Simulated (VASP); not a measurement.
# TaN (P-62m) in VASP: single point with LDA+U

Aim: the single point of TaN with LDA+U.

Everything below comes from runs of VASP 6.6.1. Logs are shortened: lines on timing, memory, paths and dates and some standing lists are left out, and cuts for length are marked.

## 1. The cell of the first run

It takes space group P-62m (No. 189, hexagonal). Conventional cell: a = 5.196 Å, b = 5.196 Å, c = 2.911 Å, α = 90.00°, β = 90.00°, γ = 120.00°. Within 3.0 Å of Ta (site symmetry -6) lie 6 N at 2.16 Å and 5 Ta at 2.91 to 3.00 Å. Within 2.7 Å of Ta (site symmetry -62m) lie 3 N at 2.04 Å. Within 3.0 Å of N (site symmetry m2m) lie 5 Ta at 2.04 to 2.16 Å and 6 N at 2.77 to 2.91 Å.

## 2. Single point, LDA+U, collinear spin

File INCAR:

```
ALGO = Normal ; EDIFF = 1E-6
ENCUT = 700 ; GGA_COMPAT = F
ISIF = 2 ; ISMEAR = 0
ISPIN = 2 ; LASPH = T
LCHARG = F ; LDAU = T
LDAUJ = 0 0 ; LDAUL = 2 -1
LDAUPRINT = 1 ; LDAUTYPE = 2
LDAUU = 8 0 ; LMAXMIX = 4
LORBIT = 11 ; LREAL = F
LWAVE = F ; MAGMOM = -0.02 -0.02 0.06 0 0 0
NBANDS = 40 ; NELM = 200
PREC = Accurate ; SIGMA = 0.05
```

File KPOINTS:

```
k-points
0
Gamma
  4 4 6
```

File POSCAR:

```
TaN
1.0
    5.1960001500      0.0000000000      0.0000000000
   -2.5980000800      4.4998681300      0.0000000000
    0.0000000000      0.0000000000      2.9109996000
Ta N
3 3
Direct
    0.3333333333      0.6666666667      0.5000000000
    0.6666666667      0.3333333333      0.5000000000
    0.0000000000      0.0000000000      0.0000000000
    0.3928500000      0.0000000000      0.0000000000
    0.6071500000      0.6071500000      0.0000000000
    0.0000000000      0.3928500000      0.0000000000
```

Potentials or basis: VASP PAW LDA potentials, release 64 (Ta_sv_GW, N).

Started as:

```console
> cat potpaw_LDA.64/Ta_sv_GW/POTCAR potpaw_LDA.64/N/POTCAR > POTCAR
> mpirun -np 1 vasp_std > vasp.out
```

OUTCAR:

```text
EDIFF = 1E-6
   ENCUT = 700
   ISIF = 2
   ISMEAR = 0
   ISPIN = 2
   LASPH = T
   LORBIT = 11
   LREAL = F
   NELM = 200
   PREC = Accurate

 ion  position               nearest neighbor table
   1  0.333  0.667  0.500-   6 2.16   6 2.16   5 2.16   5 2.16   4 2.16   4 2.16   2 3.00   2 3.00
                             2 3.00
   2  0.667  0.333  0.500-   6 2.16   6 2.16   4 2.16   4 2.16   5 2.16   5 2.16   1 3.00   1 3.00
                             1 3.00
   3  0.000  0.000  0.000-   5 2.04   4 2.04   6 2.04
   4  0.393  0.000  0.000-   3 2.04   2 2.16   2 2.16   1 2.16   1 2.16
   5  0.607  0.607  0.000-   3 2.04   1 2.16   1 2.16   2 2.16   2 2.16
   6  0.000  0.393  0.000-   3 2.04   2 2.16   2 2.16   1 2.16   1 2.16

  LATTYP: Found a hexagonal cell.
 ALAT       =     5.1960001500
 C/A-ratio  =     0.5602385520

  Lattice vectors:

 A1 = (   5.1960001500,   0.0000000000,   0.0000000000)
 A2 = (  -2.5980000800,   4.4998681300,   0.0000000000)
 A3 = (   0.0000000000,   0.0000000000,   2.9109996000)

Analysis of symmetry for initial positions (statically):
=====================================================================
 Subroutine PRICEL returns:
 Original cell was already a primitive cell.

 Routine SETGRP: Setting up the symmetry group for a
 hexagonal supercell.

 Subroutine GETGRP returns: Found 12 space group operations
 (whereof 12 operations were pure point group operations)
 out of a pool of 24 trial point group operations.

The static configuration has the point symmetry D_3h.

Analysis of symmetry for dynamics (positions and initial velocities):
=====================================================================
 Subroutine PRICEL returns:
 Original cell was already a primitive cell.

 Routine SETGRP: Setting up the symmetry group for a
 hexagonal supercell.

 Subroutine GETGRP returns: Found 12 space group operations
 (whereof 12 operations were pure point group operations)
 out of a pool of 24 trial point group operations.

The dynamic configuration has the point symmetry D_3h.

Analysis of structural, dynamic, and magnetic symmetry:
=====================================================================
 Subroutine PRICEL returns:
 Original cell was already a primitive cell.

 Routine SETGRP: Setting up the symmetry group for a
 hexagonal supercell.

 Subroutine GETGRP returns: Found 12 space group operations
 (whereof 12 operations were pure point group operations)
 out of a pool of 24 trial point group operations.

The overall configuration has the point symmetry D_3h.

 Subroutine INISYM returns: Found 12 space group operations
 (whereof 12 operations are pure point group operations),
 and found     1 'primitive' translations

----------------------------------------------------------------------------------------

                                     Primitive cell

  volume of cell :      68.0630

  direct lattice vectors                    reciprocal lattice vectors
     5.196000150  0.000000000  0.000000000     0.192455730  0.111114367  0.000000000
    -2.598000080  4.499868130  0.000000000     0.000000000  0.222228735  0.000000000
     0.000000000  0.000000000  2.910999600     0.000000000  0.000000000  0.343524609

  length of vectors
     5.196000150  5.196000154  2.910999600     0.222228735  0.222228735  0.343524609

  position of ions in fractional coordinates (direct lattice)
     0.333333333  0.666666667  0.500000000
     0.666666667  0.333333333  0.500000000
     0.000000000  0.000000000  0.000000000
     0.392850000  0.000000000  0.000000000
     0.607150000  0.607150000  0.000000000
     1.000000000  0.392850000  0.000000000

  ion indices of the primitive-cell ions
[... 87 lines left out ...]
   IALGO  =     38    algorithm
   IMIX   =      4    mixing-type and parameters
     AMIX     =   0.40;   BMIX     =  1.00
     AMIX_MAG =   1.60;   BMIX_MAG =  1.00
  volume/ion in A,a.u.               =      11.34        76.55
  Fermi-wavevector in a.u.,A,eV,Ry     =   1.515546  2.863966 31.250936  2.296879
  Thomas-Fermi vector in A             =   2.625055
   LORBIT       =     11    0 simple, 1 ext, 2 COOP (PROOUT), +10 PAW based schemes
 LDA+U is selected, type is set to LDAUTYPE =  2
   angular momentum for each species LDAUL =     2   -1
   U (eV)           for each species LDAUU =   8.0  0.0
   J (eV)           for each species LDAUJ =   0.0  0.0
   GGA     = CA    functional components
   LHFCALC =     F    Hartree Fock is set to
   AEXX    =    0.0000 exact exchange contribution
   IVDW    =     0    specifies the selected vdW correction
   LEPSILON=     F    determine dielectric tensor
   LRPA    =     F    only Hartree local field effects (RPA)
 spin polarized calculation
 Gauss-broadening in eV      SIGMA  =   0.05
  energy-cutoff  :      700.00
  volume of cell :       68.06
 maximum number of plane-waves:      2892
 NGX is ok and might be reduce to    48
   NGX = 23   NGY = 23   NGZ = 13

 number of electron      54.0000000 magnetization       0.0132673

atom =   1  type =  1  l = 2

 onsite density matrix

spin component  1
[... 83 lines left out ...]
  o =  0.1574  v = -0.0000 -0.5583 -0.0000 -0.8296  0.0000  0.0000  0.0000  0.0000  0.0000  0.0000      0.0000  0.0000  0.0000  0.0000  0.0000  0.0000  0.0000  0.0000  0.0000  0.0000
  o =  0.1574  v =  0.0000 -0.8296 -0.0000  0.5583  0.0000  0.0000  0.0000  0.0000  0.0000  0.0000      0.0000  0.0000  0.0000  0.0000  0.0000  0.0000  0.0000  0.0000  0.0000  0.0000
  o =  0.1574  v =  0.0000  0.0000  0.0000  0.0000  0.0000 -0.0000 -0.5583  0.0000 -0.8296 -0.0000      0.0000  0.0000  0.0000  0.0000  0.0000  0.0000  0.0000  0.0000  0.0000  0.0000
  o =  0.1574  v =  0.0000  0.0000  0.0000  0.0000  0.0000  0.0000 -0.8296  0.0000  0.5583 -0.0000      0.0000  0.0000  0.0000  0.0000  0.0000  0.0000  0.0000  0.0000  0.0000  0.0000
  o =  0.2071  v = -0.0013 -0.0000  0.0000 -0.0000 -1.0000  0.0000  0.0000  0.0000  0.0000  0.0000      0.0000  0.0000  0.0000  0.0000  0.0000  0.0000  0.0000  0.0000  0.0000  0.0000
  o =  0.2071  v =  1.0000 -0.0000 -0.0000 -0.0000 -0.0013  0.0000  0.0000  0.0000  0.0000  0.0000      0.0000  0.0000  0.0000  0.0000  0.0000  0.0000  0.0000  0.0000  0.0000  0.0000
  o =  0.2071  v =  0.0000  0.0000  0.0000  0.0000  0.0000 -0.0019  0.0000  0.0000  0.0000 -1.0000      0.0000  0.0000  0.0000  0.0000  0.0000  0.0000  0.0000  0.0000  0.0000  0.0000
  o =  0.2071  v =  0.0000  0.0000  0.0000  0.0000  0.0000  1.0000  0.0000 -0.0000 -0.0000 -0.0019      0.0000  0.0000  0.0000  0.0000  0.0000  0.0000  0.0000  0.0000  0.0000  0.0000
  o =  0.3176  v = -0.0000  0.0000 -1.0000  0.0000 -0.0000  0.0000  0.0000  0.0000  0.0000  0.0000      0.0000  0.0000  0.0000  0.0000  0.0000  0.0000  0.0000  0.0000  0.0000  0.0000
  o =  0.3176  v =  0.0000  0.0000  0.0000  0.0000  0.0000 -0.0000 -0.0000 -1.0000  0.0000 -0.0000      0.0000  0.0000  0.0000  0.0000  0.0000  0.0000  0.0000  0.0000  0.0000  0.0000

 number of electron      54.0000000 magnetization      -0.0000068

 Free energy of the ion-electron system (eV)
  ---------------------------------------------------
  ext. energy  EPLUGINS =         0.00000000
  ---------------------------------------------------
  free energy    TOTEN  =       -60.83523815 eV

  energy without entropy =      -60.83201889  energy(sigma->0) =      -60.83362852

 E-fermi :  13.1829     XC(G=0): -13.6445

 val. band max:       12.7911341824   @ k =   0.0000   0.0000   0.3333
 cond. band min:      13.1981260225   @ k =   0.2500  -0.0000   0.1667
 fundamental gap:      0.4069918401
 Fermi energy:        13.1828804004

 spin component 1

 k-point     1 :       0.0000    0.0000    0.0000
  band No.  band energies     occupation
      1     -57.7353      1.00000
      2     -57.6907      1.00000
      3     -57.1314      1.00000
      4     -24.6719      1.00000
      5     -24.6719      1.00000
      6     -24.3340      1.00000
[... 661 lines left out ...]
     38      19.1941      0.00000
     39      19.4578      0.00000
 Fermi energy:        13.1828804004

 spin component 2

 k-point     1 :       0.0000    0.0000    0.0000
  band No.  band energies     occupation
      1     -57.7353      1.00000
      2     -57.6907      1.00000
      3     -57.1314      1.00000
      4     -24.6719      1.00000
      5     -24.6719      1.00000
      6     -24.3340      1.00000
[... 661 lines left out ...]
     38      19.1941      0.00000
     39      19.4578      0.00000
 [bands above 39 left out]

------------------------ aborting loop because EDIFF is reached ----------------------------------------

  FORCE on cell =-STRESS in cart. coord.  units (eV):
  Direction    XX          YY          ZZ          XY          YZ          ZX
  --------------------------------------------------------------------------------------
  -------------------------------------------------------------------------------------
  Total        6.8233928      6.8233928      8.1427662     -0.0000000     -0.0000000      0.0000000
  in kB      160.6200901    160.6200902    191.6776427     -0.0000002     -0.0000000      0.0000000
  external PRESSURE =     170.9726077 kB  Pullay stress =       0.0000000 kB

 VOLUME and BASIS-vectors are now :
 -----------------------------------------------------------------------------
  energy-cutoff  :      700.00
  volume of cell :       68.06
      direct lattice vectors                 reciprocal lattice vectors
     5.196000150  0.000000000  0.000000000     0.192455730  0.111114367  0.000000000
    -2.598000080  4.499868130  0.000000000     0.000000000  0.222228735  0.000000000
     0.000000000  0.000000000  2.910999600     0.000000000  0.000000000  0.343524609

 POSITION                                       TOTAL-FORCE (eV/Angst)
 -----------------------------------------------------------------------------------
     -0.00000      2.99991      1.45550        -0.000000      0.000000      0.000000
      2.59800      1.49996      1.45550        -0.000000      0.000000      0.000000
      0.00000      0.00000      0.00000        -0.000000      0.000000      0.000000
      2.04125      0.00000      0.00000         0.490406      0.000000     -0.000000
      1.57738      2.73209      0.00000        -0.245203     -0.424704     -0.000000
     -1.02062      1.76777      0.00000        -0.245203      0.424704      0.000000
 -----------------------------------------------------------------------------------
    total drift:                               -0.000000     -0.000001      0.000000

  FREE ENERGIE OF THE ION-ELECTRON SYSTEM (eV)
  ---------------------------------------------------
  free  energy   TOTEN  =       -60.8352381530 eV

  energy  without entropy=      -60.8320188854  energy(sigma->0) =      -60.83362852

 total charge

# of ion       s       p       d       f       tot
--------------------------------------------------
    1        3.194   6.085   2.027   0.143  11.449
    2        3.194   6.085   2.027   0.143  11.449
    3        3.443   6.069   2.054   0.101  11.667
    4        1.224   2.589   0.000   0.000   3.813
    5        1.224   2.589   0.000   0.000   3.813
    6        1.224   2.589   0.000   0.000   3.813
--------------------------------------------------
tot         13.504  26.007   6.107   0.386  46.005

 magnetization (x)

# of ion       s       p       d       f       tot
--------------------------------------------------
    1        0.000  -0.000   0.000   0.000   0.000
    2        0.000  -0.000   0.000   0.000   0.000
    3       -0.000  -0.000  -0.000  -0.000  -0.000
    4       -0.000  -0.000   0.000   0.000  -0.000
    5       -0.000  -0.000   0.000   0.000  -0.000
    6       -0.000  -0.000   0.000   0.000  -0.000
--------------------------------------------------
tot          0.000  -0.000  -0.000  -0.000  -0.000
```

Wall time 2 min (1 thread of Intel Xeon Platinum 8488C (Sapphire Rapids), shared host); peak memory 0.28 GiB.

Results:

* Free energy: -60.8352 eV
* Pressure: 17.1 GPa
* Largest force: 0.490 eV/Å
* Band gap on the k mesh: zero (filled and empty bands overlap)
* Net moment: 0.00 μB per cell
* Valence electrons inside the program's atomic spheres: Ta 11.45, 11.67 (each value once); N 3.81

Forces in eV/Å, atoms in the order of the input:
```
Ta   0.000  0.000  0.000
Ta   0.000  0.000  0.000
Ta   0.000  0.000  0.000
N    0.490  0.000  0.000
N   -0.245 -0.425  0.000
N   -0.245  0.425  0.000
```

Stress tensor (GPa, compression positive):
```
16.06  0.00  0.00
 0.00 16.06  0.00
 0.00  0.00 19.17
```

Eigenvalues of the final occupation matrices:
| site | spin | trace | eigenvalues |
| --- | --- | --- | --- |
| site 1 d | 1 | 1.03 | 0.18 0.18 0.20 0.20 0.27 |
| site 1 d | 2 | 1.03 | 0.18 0.18 0.20 0.20 0.27 |
| site 2 d | 1 | 1.03 | 0.18 0.18 0.20 0.20 0.27 |
| site 2 d | 2 | 1.03 | 0.18 0.18 0.20 0.20 0.27 |
| site 3 d | 1 | 1.05 | 0.16 0.16 0.21 0.21 0.32 |
| site 3 d | 2 | 1.05 | 0.16 0.16 0.21 0.21 0.32 |

Caveat: the cell stands under pressure; spin-orbit coupling is left out, which moves the levels of the heavy elements.

The gap in the log of VASP goes by the Fermi energy; the results here count the filled bands.